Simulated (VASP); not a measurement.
# MgS (Cm) in VASP: further runs

MgS is run at these levels: PBE; tasks: single point.

All numbers are computed with VASP 6.6.1; they aren't measurements. Logs are shortened: lines on timing, memory, paths and dates and some standing lists are left out, and cuts for length are marked.

### Step 1. The cell of the first run

Symmetry: Cm, No. 8, monoclinic system. The conventional cell has a = 6.988 Å, b = 4.035 Å, c = 6.432 Å, α = 90.00°, β = 90.00°, γ = 90.00°. Within 3.0 Å of Mg (site symmetry m) lie 4 S at 2.27 to 2.88 Å. Mg (site symmetry m) has 4 S at 2.45 to 2.51 Å within 3.2 Å. S (site symmetry m) has 4 Mg at 2.27 to 2.88 Å within 3.0 Å. S (site symmetry m) has 4 Mg at 2.45 to 2.47 Å within 3.2 Å.

### Step 2. Single point, PBE (atom 3 (S) moved by (+0.000, -0.450) A along x and y)

Contents of INCAR:

```
SYSTEM = MgS
ALGO = Normal
EDIFF = 1E-7
ENCUT = 520
GGA = PE
ISIF = 2
ISMEAR = 0
LASPH = .TRUE.
LCHARG = .FALSE.
LREAL = .FALSE.
LWAVE = .FALSE.
NBANDS = 16
NELM = 100
PREC = Accurate
SIGMA = 0.05
```

Contents of KPOINTS:

```
k-points
0
G
  6 6 4
  0 0 0
```

Contents of POSCAR:

```
MgS
1.0
    4.0346224068      0.0000000000      0.0000000000
   -2.0173112034      3.4940854990      0.0000000000
    0.0000000000      0.0000000000      6.4322941800
Mg S
2 2
Direct
    0.6666666667      0.3333333333      0.4957548500
    0.3333333333      0.6666666667      0.9957548500
    0.2689388015      0.5378776029      0.3792441500
    0.6666666667      0.3333333333      0.8792441500
```

Potentials or basis: VASP PAW PBE potentials, release 64 (Mg, S).

Started as:

```
> cat potpaw_PBE.64/Mg/POTCAR potpaw_PBE.64/S/POTCAR > POTCAR
> mpirun -np 1 vasp_std > vasp.out
```

OUTCAR:

```text
SYSTEM = MgS
   EDIFF = 1E-7
   ENCUT = 520
   GGA = PE
   ISIF = 2
   ISMEAR = 0
   LASPH = .TRUE.
   LREAL = .FALSE.
   NELM = 100
   PREC = Accurate

 ion  position               nearest neighbor table
   1  0.667  0.333  0.496-   3 2.27   3 2.27   4 2.47   3 2.88
   2  0.333  0.667  0.996-   4 2.45   4 2.45   4 2.45   3 2.51
   3  0.269  0.538  0.379-   1 2.27   1 2.27   2 2.51   1 2.88
   4  0.667  0.333  0.879-   2 2.45   2 2.45   2 2.45   1 2.47

  LATTYP: Found a hexagonal cell.
 ALAT       =     4.0346224068
 C/A-ratio  =     1.5942741430

  Lattice vectors:

 A1 = (   4.0346224068,   0.0000000000,   0.0000000000)
 A2 = (  -2.0173112034,   3.4940854990,   0.0000000000)
 A3 = (   0.0000000000,   0.0000000000,   6.4322941800)

Analysis of symmetry for initial positions (statically):
=====================================================================
 Subroutine PRICEL returns:
 Original cell was already a primitive cell.

 Routine SETGRP: Setting up the symmetry group for a
 hexagonal supercell.

 Subroutine GETGRP returns: Found  2 space group operations
 (whereof  2 operations were pure point group operations)
 out of a pool of 24 trial point group operations.

The static configuration has the point symmetry C_1h.

Analysis of symmetry for dynamics (positions and initial velocities):
=====================================================================
 Subroutine PRICEL returns:
 Original cell was already a primitive cell.

 Routine SETGRP: Setting up the symmetry group for a
 hexagonal supercell.

 Subroutine GETGRP returns: Found  2 space group operations
 (whereof  2 operations were pure point group operations)
 out of a pool of 24 trial point group operations.

The dynamic configuration has the point symmetry C_1h.

 Subroutine INISYM returns: Found  2 space group operations
 (whereof  2 operations are pure point group operations),
 and found     1 'primitive' translations

----------------------------------------------------------------------------------------

                                     Primitive cell

  volume of cell :      90.6781

  direct lattice vectors                    reciprocal lattice vectors
     4.034622407  0.000000000  0.000000000     0.247854669  0.143098960  0.000000000
    -2.017311203  3.494085499  0.000000000     0.000000000  0.286197919  0.000000000
     0.000000000  0.000000000  6.432294180     0.000000000  0.000000000  0.155465526

  length of vectors
     4.034622407  4.034622407  6.432294180     0.286197919  0.286197919  0.155465526

  position of ions in fractional coordinates (direct lattice)
     0.666666667  0.333333333  0.495754850
     0.333333333  0.666666667  0.995754850
     0.268938801  0.537877603  0.379244150
     0.666666667  0.333333333  0.879244150

  ion indices of the primitive-cell ions
   primitive index   ion index
                 1           1
                 2           2
                 3           3
                 4           4

----------------------------------------------------------------------------------------

 KPOINTS: k-points

Automatic generation of k-mesh.
 Grid dimensions read from file:
 generate k-points for:    6    6    4

 Generating k-lattice:

  Cartesian coordinates                     Fractional coordinates (reciprocal lattice)
     0.041309111  0.023849827  0.000000000     0.166666667  0.000000000  0.000000000
     0.000000000  0.047699653  0.000000000     0.000000000  0.166666667  0.000000000
     0.000000000  0.000000000  0.038866382     0.000000000  0.000000000  0.250000000

  Length of vectors
     0.047699653  0.047699653  0.038866382

  Shift w.r.t. Gamma in fractional coordinates (k-lattice)
     0.000000000  0.000000000  0.000000000

 Subroutine IBZKPT returns following result:
 ===========================================

 Found     47 irreducible k-points:

 Following reciprocal coordinates:
            Coordinates               Weight
  0.000000  0.000000  0.000000      1.000000
  0.166667  0.000000  0.000000      4.000000
  0.000000  0.166667  0.000000      2.000000
  0.333333 -0.000000  0.000000      4.000000
  0.000000  0.333333  0.000000      2.000000
  0.500000 -0.000000  0.000000      2.000000
[... 16 lines left out ...]
  0.500000 -0.000000  0.250000      4.000000
  0.000000  0.500000  0.250000      2.000000
 [... further k-points ...]
   k-points           NKPTS =     47   k-points in BZ     NKDIM =     47   number of bands    NBANDS=     16
   number of dos      NEDOS =    301   number of ions     NIONS =      4
   total plane-waves  NPLWV =  43200
   dimension x,y,z NGX =    30 NGY =   30 NGZ =   48
   dimension x,y,z NGXF=    60 NGYF=   60 NGZF=   96
   ions per type =               2   2
   NGX,Y,Z   is equivalent  to a cutoff of  12.36, 12.36, 12.41 a.u.
   NGXF,Y,Z  is equivalent  to a cutoff of  24.72, 24.72, 24.81 a.u.
 SYSTEM =  MgS
   PREC   = accura    normal or accurate (medium, high low for compatibility)
   ISTART =      0    job   : 0-new  1-cont  2-samecut
   ICHARG =      2    charge: 1-file 2-atom 10-const
   ISPIN  =      1    spin polarized calculation?
   LNONCOLLINEAR =      F non collinear calculations
   LSORBIT =      F    spin-orbit coupling
   LASPH  =      T    aspherical Exc in radial PAW
   ENCUT  =  520.0 eV  38.22 Ry    6.18 a.u.   7.50  7.50 11.96*2*pi/ulx,y,z
   NELM   =    100;   NELMIN=  2; NELMDL= -5     # of ELM steps
   EDIFF  = 0.1E-06   stopping-criterion for ELM
   LREAL  =      F    real-space projection
   EDIFFG = 0.1E-05   stopping-criterion for IOM
   NSW    =      0    number of steps for IOM
   IBRION =     -1    ionic relax: 0-MD 1-quasi-New 2-CG
   NFREE  =      0    steps in history (QN), initial steepest desc. (CG)
   ISIF   =      2    stress and relaxation
   ISYM   =      2    0-nonsym 1-usesym 2-fastsym
   POTIM  = 0.5000    time-step for ionic-motion
   TEBEG  =    0.0;   TEEND  =   0.0 temperature during run
   PSTRESS=    0.0 pullay stress
   NELECT =      16.0000    total number of electrons
   NUPDOWN=      -1.0000    fix difference up-down
   EMIN   =  10.00;   EMAX   =-10.00  energy-range for DOS
   EFERMI =   0.00;   METHOD = LEGACY
   ISMEAR =     0;   SIGMA  =   0.05  broadening in eV -4-tet -1-fermi 0-gaus
   EFERMI_NEDOS =   21; number of points for ismear=-14 and -15
   IALGO  =     38    algorithm
   IMIX   =      4    mixing-type and parameters
     AMIX     =   0.40;   BMIX     =  1.00
     AMIX_MAG =   1.60;   BMIX_MAG =  1.00
  volume/ion in A,a.u.               =      22.67       152.98
  Fermi-wavevector in a.u.,A,eV,Ry     =   0.918221  1.735187 11.471486  0.843130
  Thomas-Fermi vector in A             =   2.043279
   LORBIT       =      0    0 simple, 1 ext, 2 COOP (PROOUT), +10 PAW based schemes
   GGA     = PE    functional components
   LHFCALC =     F    Hartree Fock is set to
   AEXX    =    0.0000 exact exchange contribution
   IVDW    =     0    specifies the selected vdW correction
   LEPSILON=     F    determine dielectric tensor
   LRPA    =     F    only Hartree local field effects (RPA)
 non-spin polarized calculation
 Gauss-broadening in eV      SIGMA  =   0.05
  energy-cutoff  :      520.00
  volume of cell :       90.68
 maximum number of plane-waves:      2466
 NGX is ok and might be reduce to    30
   NGX = 15   NGY = 15   NGZ = 23

 number of electron      16.0000002 magnetization

 Free energy of the ion-electron system (eV)
  ---------------------------------------------------
  ext. energy  EPLUGINS =         0.00000000
  ---------------------------------------------------
  free energy    TOTEN  =       -16.55944196 eV

  energy without entropy =      -16.55944196  energy(sigma->0) =      -16.55944196

 E-fermi :   1.6349     XC(G=0):  -8.3821

 val. band max:        1.4106975220   @ k =   0.0000   0.0000   0.0000
 cond. band min:       4.5499535498   @ k =   0.0000   0.0000   0.0000
 fundamental gap:      3.1392560278
 Fermi energy:         1.6349145908

 k-point     1 :       0.0000    0.0000    0.0000
  band No.  band energies     occupation
      1     -10.2296      2.00000
      2      -9.4935      2.00000
      3      -2.0260      2.00000
      4       0.2586      2.00000
      5       0.7812      2.00000
      6       0.9907      2.00000
[... 8 lines left out ...]
     15      10.0117      0.00000
     16      10.1026      0.00000

 k-point     2 :       0.1667    0.0000    0.0000
  band No.  band energies     occupation
      1     -10.0931      2.00000
      2      -9.4322      2.00000
      3      -1.8085      2.00000
      4      -0.3361      2.00000
      5       0.1495      2.00000
      6       0.5986      2.00000
[... 8 lines left out ...]
     15       9.5954      0.00000
     16      10.1419      0.00000

 k-point     3 :       0.0000    0.1667    0.0000
  band No.  band energies     occupation
      1     -10.1082      2.00000
      2      -9.4231      2.00000
      3      -1.8355      2.00000
      4      -0.1016      2.00000
      5       0.1083      2.00000
      6       0.5454      2.00000
[... 8 lines left out ...]
     15       9.7272      0.00000
     16       9.8594      0.00000

 k-point     4 :       0.3333   -0.0000    0.0000
  band No.  band energies     occupation
      1      -9.7620      2.00000
      2      -9.3386      2.00000
      3      -1.4291      2.00000
      4      -1.1550      2.00000
      5      -0.9253      2.00000
      6       0.2398      2.00000
[... 8 lines left out ...]
     15       9.7031      0.00000
     16      11.2174      0.00000
[... 324 lines left out ...]
 k-point    22 :       0.0000   -0.3333    0.2500
  band No.  band energies     occupation
      1      -9.7578      2.00000
      2      -9.3759      2.00000
      3      -1.5116      2.00000
      4      -0.9467      2.00000
      5      -0.5639      2.00000
      6      -0.0793      2.00000
[... 8 lines left out ...]
     15      10.6765      0.00000
     16      11.1772      0.00000

 k-point    23 :       0.5000   -0.0000    0.2500
  band No.  band energies     occupation
      1      -9.4807      2.00000
      2      -9.3846      2.00000
      3      -1.9977      2.00000
      4      -1.7273      2.00000
      5      -0.1250      2.00000
      6       0.1702      2.00000
[... 8 lines left out ...]
     15      10.7399      0.00000
     16      12.3310      0.00000

 k-point    24 :       0.0000    0.5000    0.2500
  band No.  band energies     occupation
      1      -9.6116      2.00000
      2      -9.2912      2.00000
      3      -1.9268      2.00000
      4      -1.1447      2.00000
      5      -0.5597      2.00000
      6      -0.1945      2.00000
[... 8 lines left out ...]
     15      11.3478      0.00000
     16      12.1378      0.00000

 [... further k-points ...]

------------------------ aborting loop because EDIFF is reached ----------------------------------------

  FORCE on cell =-STRESS in cart. coord.  units (eV):
  Direction    XX          YY          ZZ          XY          YZ          ZX
  --------------------------------------------------------------------------------------
  -------------------------------------------------------------------------------------
  Total        4.5296213     -0.6498633      0.6415241      0.0000000     -0.6877161      0.0000000
  in kB       80.0331954    -11.4823360     11.3349930      0.0000000    -12.1511520      0.0000000
  external PRESSURE =      26.6286175 kB  Pullay stress =       0.0000000 kB

 VOLUME and BASIS-vectors are now :
 -----------------------------------------------------------------------------
  energy-cutoff  :      520.00
  volume of cell :       90.68
      direct lattice vectors                 reciprocal lattice vectors
     4.034622407  0.000000000  0.000000000     0.247854669  0.143098960  0.000000000
    -2.017311203  3.494085499  0.000000000     0.000000000  0.286197919  0.000000000
     0.000000000  0.000000000  6.432294180     0.000000000  0.000000000  0.155465526

 POSITION                                       TOTAL-FORCE (eV/Angst)
 -----------------------------------------------------------------------------------
      2.01731      1.16470      3.18884        -0.000000     -1.256877      0.673949
     -0.00000      2.32939      6.40499        -0.000000     -0.132015      0.177726
      0.00000      1.87939      2.43941         0.000000      1.468493     -0.809563
      2.01731      1.16470      5.65556        -0.000000     -0.079601     -0.042112
 -----------------------------------------------------------------------------------
    total drift:                               -0.000000     -0.000110      0.000055

  FREE ENERGIE OF THE ION-ELECTRON SYSTEM (eV)
  ---------------------------------------------------
  free  energy   TOTEN  =       -16.5594419603 eV

  energy  without entropy=      -16.5594419603  energy(sigma->0) =      -16.55944196
```

Wall time 82 s (1 thread of Intel Xeon 8259CL, shared host); peak memory 0.23 GiB.

Results:

* Free energy: -16.5594 eV
* Pressure: 2.7 GPa
* Largest force: 1.677 eV/Å
* Band gap on the k mesh: 3.14 eV

Forces in eV/Å, atoms in the order of the input:
```
Mg   0.000 -1.257  0.674
Mg   0.000 -0.132  0.178
S    0.000  1.468 -0.810
S    0.000 -0.080 -0.042
```

Caveat: the cell differs from its parent crystal (atom 3 (S) moved by (+0.000, -0.450) A along x and y); forces of over 1 eV/Å act on the atoms, so gaps and moduli don't describe the material at rest.

### Step 3. Single point, PBE (atom 3 (S) moved by (+0.000, +0.450) A along x and y)

Contents of INCAR:

```
PREC = Accurate
ENCUT = 520
EDIFF = 1E-6
ISMEAR = 0
SIGMA = 0.05
LREAL = False
LASPH = True
NELM = 80
ALGO = Normal
ISIF = 2
LWAVE = False
LCHARG = False
GGA = PE
NBANDS = 16
```

Contents of KPOINTS:

```
Automatic mesh
0
Gamma
  6 6 4
```

Changes to POSCAR since step 2:

```diff
@@ -10,3 +10,3 @@
     0.3333333333      0.6666666667      0.9957548500
-    0.2689388015      0.5378776029      0.3792441500
+    0.3977278652      0.7954557304      0.3792441500
     0.6666666667      0.3333333333      0.8792441500
```

Potentials or basis: VASP PAW PBE potentials, release 64 (Mg, S).

Started as:

```
> cat potpaw_PBE.64/Mg/POTCAR potpaw_PBE.64/S/POTCAR > POTCAR
> mpirun -np 1 vasp_std > vasp.out
```

Wall time 83 s (1 thread of Intel Xeon 8259CL, shared host); peak memory 0.23 GiB.

It converged, with:

| Item | Value |
| --- | --- |
| Free energy | -15.9821 eV |
| Pressure | 4.9 GPa |
| Largest force | 5.842 eV/Å |
| Band gap on the k mesh | 3.24 eV |

Forces in eV/Å, atoms in the order of the input:
```
Mg   0.000  5.264  1.635
Mg   0.000  0.137  0.177
S    0.000 -5.571 -1.757
S    0.000  0.170 -0.055
```

Stress tensor (GPa, compression positive):
```
-1.94  0.00  0.00
 0.00 14.22  6.33
 0.00  6.33  2.47
```

Levels at points of the mesh, in eV from the valence-band top:
```tsv
k point	band 5	band 6	band 7	band 8	band 9	band 10	band 11	band 12
(0.00, 0.00, 0.00)	-0.53	-0.37	-0.13	0.00	3.24	4.57	7.34	7.49
(0.50, 0.00, 0.00)	-2.16	-1.33	-0.81	-0.58	4.59	4.78	5.29	7.37
(0.00, 0.50, 0.00)	-1.59	-1.51	-1.25	-0.42	4.58	5.67	6.46	7.18
(0.00, 0.00, 0.50)	-0.75	-0.52	-0.48	-0.14	4.58	4.72	7.10	7.25
(0.50, 0.00, 0.50)	-1.28	-1.04	-1.02	-0.73	4.55	4.71	5.84	6.10
(0.00, 0.50, 0.50)	-1.03	-0.88	-0.71	-0.67	4.22	4.41	6.09	6.40
```

Caveat: the cell differs from its parent crystal (atom 3 (S) moved by (+0.000, +0.450) A along x and y); the cell stands under pressure; forces of over 1 eV/Å act on the atoms, so gaps and moduli don't describe the material at rest.
